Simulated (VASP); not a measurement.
Runs of VASP 6.6.1 on ZnSe (Stilleite). The structure is that of space group I-4m2 (No. 119), or close to it. The cells are those of the table. 

```tsv
cell	gap on the mesh (eV)	pressure (GPa)
a = 4.136, b = 4.136, c = 3.807 Å, angles 62.6, 62.6, 54.8°, 2 atoms	0.92	-0.6
a = 4.087, b = 4.087, c = 3.874 Å, angles 61.7, 61.7, 56.6°, 2 atoms	(b)	-0.3
a = 3.932, b = 3.932, c = 4.208 Å, angles 57.6, 57.6, 64.7°, 2 atoms	0.96	-0.6
a = 3.977, b = 3.977, c = 4.074 Å, angles 59.2, 59.2, 61.6°, 2 atoms	(a)	-0.2
a = 3.952, b = 3.952, c = 4.141 Å, angles 58.4, 58.4, 63.2°, 2 atoms	(c)	-0.4
```

Alike in all rows: task single point; level PBE+D3(BJ); potentials or basis VASP PAW PBE potentials, release 64 (Zn, Se); no spin polarisation; k mesh 6 × 6 × 6; cutoff (eV) 520; smearing fermi-dirac 0.02 eV.

Question: Fill in the values left out.

Answer: (a) 1.17; (b) 1.09; (c) 1.06.

Caveats: three body term missing.

A k mesh can miss the band edges, and the runs leave out spin-orbit coupling on Se.
